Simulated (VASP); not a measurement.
# CdSe (F-43m) in VASP: notebook

Runs on CdSe. Level: r2SCAN. Tasks: single point.

Program: VASP 6.6.1. These are calculated values, not measurements. Logs are shortened: lines on timing, memory, paths and dates and some standing lists are left out, and cuts for length are marked.

**1. The cell of the first run**

It takes space group F-43m (No. 216, cubic). Conventional cell: a = 5.759 Å, b = 5.759 Å, c = 5.759 Å, α = 90.00°, β = 90.00°, γ = 90.00°. Cd (site symmetry -43m) has 4 Se at 2.49 Å within 3.3 Å. Within 3.3 Å of Se (site symmetry -43m) lie 4 Cd at 2.49 Å.

**2. Single point, r2SCAN**

Contents of POSCAR:

```
CdSe
1.0
    0.0000000000      2.8795125761      2.8795125761
    2.8795125761      0.0000000000      2.8795125761
    2.8795125761      2.8795125761      0.0000000000
Cd Se
1 1
Direct
    0.0000000000      0.0000000000      0.0000000000
    0.7500000000      0.7500000000      0.7500000000
```

Contents of INCAR.step1:

```
PREC = Accurate ; ENCUT = 520
ISMEAR = 0 ; SIGMA = 0.01
LREAL = False ; LASPH = True
NELM = 60 ; NBANDS = 16
GGA = PE ; ALGO = Normal
EDIFF = 1E-4 ; LWAVE = True
LCHARG = False
```

Contents of INCAR.step2:

```
PREC = Accurate ; ENCUT = 520
EDIFF = 1E-6 ; ISMEAR = 0
SIGMA = 0.01 ; LREAL = False
LASPH = True ; NELM = 60
ALGO = Normal ; ISIF = 2
LWAVE = False ; LCHARG = False
METAGGA = R2SCAN ; LMIXTAU = True
NBANDS = 16 ; ISTART = 1
```

Contents of KPOINTS:

```
Automatic mesh
0
Gamma
  8 8 8
```

Potentials or basis: VASP PAW PBE potentials, release 64 (Cd, Se).

Run with:

```
cat potpaw_PBE.64/Cd/POTCAR potpaw_PBE.64/Se/POTCAR > POTCAR
cp INCAR.step1 INCAR
mpirun -np 1 vasp_std > vasp.out
cp INCAR.step2 INCAR
mpirun -np 1 vasp_std > vasp.out
```

OUTCAR:

```text
PREC = Accurate
   ENCUT = 520
   EDIFF = 1E-6
   ISMEAR = 0
   LREAL = False
   LASPH = True
   NELM = 60
   ISIF = 2
   METAGGA = R2SCAN
   ISTART = 1

 ion  position               nearest neighbor table
   1  0.000  0.000  0.000-   2 2.49   2 2.49   2 2.49   2 2.49
   2  0.750  0.750  0.750-   1 2.49   1 2.49   1 2.49   1 2.49

  LATTYP: Found a face centered cubic cell.
 ALAT       =     5.7590251522

  Lattice vectors:

 A1 = (   0.0000000000,   2.8795125761,   2.8795125761)
 A2 = (   2.8795125761,   0.0000000000,   2.8795125761)
 A3 = (   2.8795125761,   2.8795125761,   0.0000000000)

Analysis of symmetry for initial positions (statically):
=====================================================================
 Subroutine PRICEL returns:
 Original cell was already a primitive cell.

 Routine SETGRP: Setting up the symmetry group for a
 face centered cubic supercell.

 Subroutine GETGRP returns: Found 24 space group operations
 (whereof 24 operations were pure point group operations)
 out of a pool of 48 trial point group operations.

The static configuration has the point symmetry T_d .

Analysis of symmetry for dynamics (positions and initial velocities):
=====================================================================
 Subroutine PRICEL returns:
 Original cell was already a primitive cell.

 Routine SETGRP: Setting up the symmetry group for a
 face centered cubic supercell.

 Subroutine GETGRP returns: Found 24 space group operations
 (whereof 24 operations were pure point group operations)
 out of a pool of 48 trial point group operations.

The dynamic configuration has the point symmetry T_d .

 Subroutine INISYM returns: Found 24 space group operations
 (whereof 24 operations are pure point group operations),
 and found     1 'primitive' translations

----------------------------------------------------------------------------------------

                                     Primitive cell

  volume of cell :      47.7515

  direct lattice vectors                    reciprocal lattice vectors
     0.000000000  2.879512576  2.879512576    -0.173640499  0.173640499  0.173640499
     2.879512576  0.000000000  2.879512576     0.173640499 -0.173640499  0.173640499
     2.879512576  2.879512576  0.000000000     0.173640499  0.173640499 -0.173640499

  length of vectors
     4.072245738  4.072245738  4.072245738     0.300754166  0.300754166  0.300754166

  position of ions in fractional coordinates (direct lattice)
     0.000000000  0.000000000  0.000000000
     0.750000000  0.750000000  0.750000000

  ion indices of the primitive-cell ions
   primitive index   ion index
                 1           1
                 2           2

----------------------------------------------------------------------------------------

 KPOINTS: Automatic mesh

Automatic generation of k-mesh.
 Grid dimensions read from file:
 generate k-points for:    8    8    8

 Generating k-lattice:

  Cartesian coordinates                     Fractional coordinates (reciprocal lattice)
    -0.021705062  0.021705062  0.021705062     0.125000000  0.000000000  0.000000000
     0.021705062 -0.021705062  0.021705062     0.000000000  0.125000000  0.000000000
     0.021705062  0.021705062 -0.021705062     0.000000000  0.000000000  0.125000000

  Length of vectors
     0.037594271  0.037594271  0.037594271

  Shift w.r.t. Gamma in fractional coordinates (k-lattice)
     0.000000000  0.000000000  0.000000000

 Subroutine IBZKPT returns following result:
 ===========================================

 Found     29 irreducible k-points:

 Following reciprocal coordinates:
            Coordinates               Weight
  0.000000  0.000000  0.000000      1.000000
  0.125000  0.000000  0.000000      8.000000
  0.250000  0.000000  0.000000      8.000000
  0.375000  0.000000  0.000000      8.000000
  0.500000  0.000000  0.000000      4.000000
  0.125000  0.125000  0.000000      6.000000
[... 16 lines left out ...]
  0.500000  0.250000  0.125000     48.000000
 -0.375000  0.250000  0.125000     24.000000
 [... further k-points ...]
   k-points           NKPTS =     29   k-points in BZ     NKDIM =     29   number of bands    NBANDS=     16
   number of dos      NEDOS =    301   number of ions     NIONS =      2
   total plane-waves  NPLWV =  27000
   dimension x,y,z NGX =    30 NGY =   30 NGZ =   30
   dimension x,y,z NGXF=    60 NGYF=   60 NGZF=   60
   ions per type =               1   1
   NGX,Y,Z   is equivalent  to a cutoff of  12.25, 12.25, 12.25 a.u.
   NGXF,Y,Z  is equivalent  to a cutoff of  24.49, 24.49, 24.49 a.u.
 SYSTEM =  unknown system
   PREC   = accura    normal or accurate (medium, high low for compatibility)
   ISTART =      1    job   : 0-new  1-cont  2-samecut
   ICHARG =      0    charge: 1-file 2-atom 10-const
   ISPIN  =      1    spin polarized calculation?
   LNONCOLLINEAR =      F non collinear calculations
   LSORBIT =      F    spin-orbit coupling
   LASPH  =      T    aspherical Exc in radial PAW
   ENCUT  =  520.0 eV  38.22 Ry    6.18 a.u.   7.57  7.57  7.57*2*pi/ulx,y,z
   NELM   =     60;   NELMIN=  2; NELMDL=  0     # of ELM steps
   EDIFF  = 0.1E-05   stopping-criterion for ELM
   LREAL  =      F    real-space projection
   EDIFFG = 0.1E-04   stopping-criterion for IOM
   NSW    =      0    number of steps for IOM
   IBRION =     -1    ionic relax: 0-MD 1-quasi-New 2-CG
   NFREE  =      0    steps in history (QN), initial steepest desc. (CG)
   ISIF   =      2    stress and relaxation
   ISYM   =      2    0-nonsym 1-usesym 2-fastsym
   POTIM  = 0.5000    time-step for ionic-motion
   TEBEG  =    0.0;   TEEND  =   0.0 temperature during run
   PSTRESS=    0.0 pullay stress
   NELECT =      18.0000    total number of electrons
   NUPDOWN=      -1.0000    fix difference up-down
   EMIN   =  10.00;   EMAX   =-10.00  energy-range for DOS
   EFERMI =   0.00;   METHOD = LEGACY
   ISMEAR =     0;   SIGMA  =   0.01  broadening in eV -4-tet -1-fermi 0-gaus
   EFERMI_NEDOS =   21; number of points for ismear=-14 and -15
   IALGO  =     38    algorithm
   IMIX   =      4    mixing-type and parameters
     AMIX     =   0.40;   BMIX     =  1.00
     AMIX_MAG =   1.60;   BMIX_MAG =  1.00
  volume/ion in A,a.u.               =      23.88       161.12
  Fermi-wavevector in a.u.,A,eV,Ry     =   1.182597  2.234784 19.028225  1.398535
  Thomas-Fermi vector in A             =   2.318848
   LORBIT       =      0    0 simple, 1 ext, 2 COOP (PROOUT), +10 PAW based schemes
   METAGGA = R2SCAN    functional components
   LHFCALC =     F    Hartree Fock is set to
   AEXX    =    0.0000 exact exchange contribution
   IVDW    =     0    specifies the selected vdW correction
   LEPSILON=     F    determine dielectric tensor
   LRPA    =     F    only Hartree local field effects (RPA)
 non-spin polarized calculation
 Gauss-broadening in eV      SIGMA  =   0.01
  energy-cutoff  :      520.00
  volume of cell :       47.75
 maximum number of plane-waves:      1304
   NGX = 15   NGY = 15   NGZ = 15

 number of electron      18.0000008 magnetization

 Free energy of the ion-electron system (eV)
  ---------------------------------------------------
  ext. energy  EPLUGINS =         0.00000000
  ---------------------------------------------------
  free energy    TOTEN  =       -35.50098425 eV

  energy without entropy =      -35.50098425  energy(sigma->0) =      -35.50098425

 E-fermi :   2.1791     XC(G=0): -10.2456

 val. band max:        2.1232414260   @ k =   0.0000   0.0000   0.0000
 cond. band min:       3.5666495295   @ k =   0.0000   0.0000   0.0000
 fundamental gap:      1.4434081035
 Fermi energy:         2.1791480114

 k-point     1 :       0.0000    0.0000    0.0000
  band No.  band energies     occupation
      1     -12.0223      2.00000
      2      -6.7776      2.00000
      3      -6.7776      2.00000
      4      -6.7776      2.00000
      5      -6.1492      2.00000
      6      -6.1492      2.00000
[... 8 lines left out ...]
     15      14.1342      0.00000
     16      14.1342      0.00000

 k-point     2 :       0.1250    0.0000    0.0000
  band No.  band energies     occupation
      1     -11.9439      2.00000
      2      -6.7499      2.00000
      3      -6.7499      2.00000
      4      -6.7190      2.00000
      5      -6.1511      2.00000
      6      -6.1511      2.00000
[... 8 lines left out ...]
     15      13.1803      0.00000
     16      13.7623      0.00000

 k-point     3 :       0.2500    0.0000    0.0000
  band No.  band energies     occupation
      1     -11.7515      2.00000
      2      -6.6889      2.00000
      3      -6.6889      2.00000
      4      -6.4988      2.00000
      5      -6.1466      2.00000
      6      -6.1466      2.00000
[... 8 lines left out ...]
     15      12.9352      0.00000
     16      13.0386      0.00000

 k-point     4 :       0.3750    0.0000    0.0000
  band No.  band energies     occupation
      1     -11.5561      2.00000
      2      -6.6400      2.00000
      3      -6.6400      2.00000
      4      -6.1252      2.00000
      5      -6.1252      2.00000
      6      -6.0584      2.00000
[... 8 lines left out ...]
     15      14.0751      0.00000
     16      14.0751      0.00000
[... 324 lines left out ...]
 k-point    22 :       0.3750    0.2500    0.1250
  band No.  band energies     occupation
      1     -11.6088      2.00000
      2      -6.6275      2.00000
      3      -6.5909      2.00000
      4      -6.4097      2.00000
      5      -6.1490      2.00000
      6      -6.0866      2.00000
[... 8 lines left out ...]
     15      14.8169      0.00000
     16      16.2120      0.00000

 k-point    23 :       0.5000    0.2500    0.1250
  band No.  band energies     occupation
      1     -11.4541      2.00000
      2      -6.5777      2.00000
      3      -6.5471      2.00000
      4      -6.2477      2.00000
      5      -6.1154      2.00000
      6      -5.8353      2.00000
[... 8 lines left out ...]
     15      15.4005      0.00000
     16      15.9426      0.00000

 k-point    24 :      -0.3750    0.2500    0.1250
  band No.  band energies     occupation
      1     -11.3904      2.00000
      2      -6.5697      2.00000
      3      -6.5257      2.00000
      4      -6.1895      2.00000
      5      -6.1251      2.00000
      6      -5.5582      2.00000
[... 8 lines left out ...]
     15      14.8387      0.00000
     16      16.1103      0.00000

 [... further k-points ...]

------------------------ aborting loop because EDIFF is reached ----------------------------------------

  FORCE on cell =-STRESS in cart. coord.  units (eV):
  Direction    XX          YY          ZZ          XY          YZ          ZX
  --------------------------------------------------------------------------------------
  -------------------------------------------------------------------------------------
  Total        4.6458257      4.6458257      4.6458257      0.0000000     -0.0000000      0.0000000
  in kB      155.8786218    155.8786218    155.8786218      0.0000000     -0.0000000      0.0000000
  external PRESSURE =     155.8786218 kB  Pullay stress =       0.0000000 kB

 VOLUME and BASIS-vectors are now :
 -----------------------------------------------------------------------------
  energy-cutoff  :      520.00
  volume of cell :       47.75
      direct lattice vectors                 reciprocal lattice vectors
     0.000000000  2.879512576  2.879512576    -0.173640499  0.173640499  0.173640499
     2.879512576  0.000000000  2.879512576     0.173640499 -0.173640499  0.173640499
     2.879512576  2.879512576  0.000000000     0.173640499  0.173640499 -0.173640499

 POSITION                                       TOTAL-FORCE (eV/Angst)
 -----------------------------------------------------------------------------------
      0.00000      0.00000      0.00000        -0.000000     -0.000000     -0.000000
      4.31927      4.31927      4.31927         0.000000      0.000000      0.000000
 -----------------------------------------------------------------------------------
    total drift:                               -0.000002     -0.000002     -0.000002

  FREE ENERGIE OF THE ION-ELECTRON SYSTEM (eV)
  ---------------------------------------------------
  free  energy   TOTEN  =       -35.5009842467 eV

  energy  without entropy=      -35.5009842467  energy(sigma->0) =      -35.50098425
```

Wall time 62 s (1 thread of Intel Xeon Platinum 8488C (Sapphire Rapids), shared host); peak memory 0.17 GiB.

Results:

```
Free energy            : -35.5010 eV
Pressure               : 15.6 GPa
Band gap on the k mesh : 1.44 eV
```

Caveat: the cell stands under pressure; the PAW data sets were made with another functional, which shifts forces and pressure a little.

[end of part 1 of 2]
